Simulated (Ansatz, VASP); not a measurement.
# EuO: VASP beside Ansatz

The input INCAR:

```
SYSTEM = EuO
PREC = Accurate
ENCUT = 600
EDIFF = 1E-6
ISMEAR = 0
SIGMA = 0.05
LREAL = .FALSE.
LASPH = .TRUE.
NELM = 200
ALGO = Normal
ISIF = 2
LWAVE = .FALSE.
LCHARG = .FALSE.
ISPIN = 2
MAGMOM = 7 7 0 0
LORBIT = 11
LMAXMIX = 6
GGA = PE
NBANDS = 35
GGA_COMPAT = .FALSE.
```

The input KPOINTS:

```
regular mesh
0
G
  8 8 8
  0 0 0
```

Contents of POSCAR:

```
EuO
1.0
   -2.5302957997     -2.5302957997      5.0605915994
   -5.0605915994     -2.5302957997      2.5302957997
   -2.5302957997     -5.0605915994      2.5302957997
Eu O
2 2
Direct
    0.0000000000      0.0000000000      0.0000000000
    0.5000000000      0.5000000000      0.5000000000
    1.2500000000     -0.7500000000     -0.7500000000
    1.7500000000     -0.2500000000     -0.2500000000
```

Input for Ansatz:

```yaml
crystal:
  lattice:
    - [-2.5302957997, -2.5302957997, 5.0605915994]
    - [-5.0605915994, -2.5302957997, 2.5302957997]
    - [-2.5302957997, -5.0605915994, 2.5302957997]
  atoms:
    - { symbol: Eu, position: [0.0, 0.0, 0.0], spin: 7.0 }
    - { symbol: O, position: [1.25, -0.75, -0.75] }
    - { symbol: Eu, position: [0.5, 0.5, 0.5], spin: 7.0 }
    - { symbol: O, position: [1.75, -0.25, -0.25] }
basis:
  ecutwfc: 420
  ecutrho_ratio: 4
kpoints:
  mp_grid: { grid: [8, 8, 8] }
hamiltonian:
  xc: pbe
scf:
  occupations: { method: gaussian, width: 0.05 }
  lower_state_search: "off"
output:
  forces: true
  stress: true
  eigenvalues: true
  populations: true
magnetization:
  spin_polarized: true
```

Alike in both runs: task single point; functional PBE; k mesh 8 × 8 × 8; occupations gaussian, width 0.05 eV; collinear spin.

|  | VASP | Ansatz |
| --- | --- | --- |
| version | VASP 6.6.1 | Ansatz 0.2.0 |
| potentials or method | VASP PAW PBE potentials, release 64 (Eu, O), cutoff 600 eV | scalar-relativistic, plane waves, PAW |
| valence electrons in the cell | 46 | 46 |

Ansatz gave:

```
gap on the k mesh at the Fermi level (eV)                     : none
pressure (GPa)                                                : 0.1
net moment per atom (μB)                                      : 3.48
size of the moment on the site where the two differ most (μB) : 0.08
```

What did VASP give for the same quantities?

gap on the k mesh at the Fermi level (eV): none; pressure (GPa): -0.2; net moment per atom (μB): 3.48; size of the moment on the site where the two differ most (μB): 0.10.

Site moments also hang on the region over which each program counts them. A gap of «none» marks a metal or a gap that the smearing closes.

Spin-orbit coupling is off throughout.
